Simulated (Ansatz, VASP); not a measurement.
# One calculation of Ru, two programs

Contents of INCAR:

```
SYSTEM = Ru
PREC     = Accurate       ! precision mode
ENCUT    = 520            ! plane-wave cutoff, eV
EDIFF    = 1E-6           ! SCF threshold, eV
ISMEAR   = 0              ! smearing method
SIGMA    = 0.1            ! smearing width, eV
LREAL    = .False.        ! projectors in reciprocal space
LASPH    = .True.         ! aspherical terms in the spheres
NELM     = 60             ! most SCF steps
ALGO     = Fast           ! electronic algorithm
ISIF     = 2              ! what is computed and relaxed
LWAVE    = .False.        ! write WAVECAR
LCHARG   = .False.        ! write CHGCAR
GGA      = PS             ! functional
NBANDS   = 36             ! bands
```

KPOINTS

```
regular mesh
0
Gamma
  6 6 4
  0 0 0
```

The input POSCAR:

```
Ru
1.0
    2.5175805745     -1.6639281674      0.0000000000
    2.5175805745      1.6639281674      0.0000000000
    0.0000000000      0.0000000000      6.7875776757
Ru
4
Direct
    0.8500000000      0.1500000000      0.1170000000
    0.6500000000      0.3500000000      0.6170000000
    0.1500000000      0.8500000000      0.8830000000
    0.3500000000      0.6500000000      0.3830000000
```

Input for Ansatz:

```yaml
crystal:
  lattice:
    - [2.5175805745, -1.6639281674, 0.0]
    - [2.5175805745, 1.6639281674, 0.0]
    - [0.0, 0.0, 6.7875776757]
  atoms:
    - { symbol: Ru, position: [0.85, 0.15, 0.117] }
    - { symbol: Ru, position: [0.65, 0.35, 0.617] }
    - { symbol: Ru, position: [0.15, 0.85, 0.883] }
    - { symbol: Ru, position: [0.35, 0.65, 0.383] }
basis:
  ecutwfc: 420
kpoints:
  mp_grid: { grid: [6, 6, 4] }
hamiltonian:
  xc: pbesol
scf:
  occupations: { method: gaussian, width: 0.1 }
  lower_state_search: "off"
output:
  forces: true
  stress: true
  eigenvalues: true
```

Alike in both runs: task single point; functional PBEsol; k mesh 6 × 6 × 4; occupations gaussian, width 0.1 eV; no spin polarisation.

|  | VASP | Ansatz |
| --- | --- | --- |
| version | VASP 6.6.1 | Ansatz 0.2.0 |
| potentials or method | VASP PAW PBE potentials, release 64 (Ru_pv), cutoff 520 eV | scalar-relativistic, plane waves, PAW |
| valence electrons in the cell | 56 | 64 |

```csv
,VASP,Ansatz,Ansatz less VASP
gap on the k mesh at the Fermi level (eV),none,none,-
rms of the force components (eV/Å),7.894,7.072,-0.8220
```

VASP's potentials were made for PBE, not for PBEsol. Atom by atom the forces differ by 0.822 eV/Å (rms over components). A gap of «none» marks a metal or a gap that the smearing closes. The functional is the same, so the differences come from potentials, cutoffs and numerics. VASP's potentials hold 56 valence electrons a cell and Ansatz's 64, so a difference there can come from the potentials and not from the codes.

The k mesh is coarse, so the values compare programs but aren't converged.
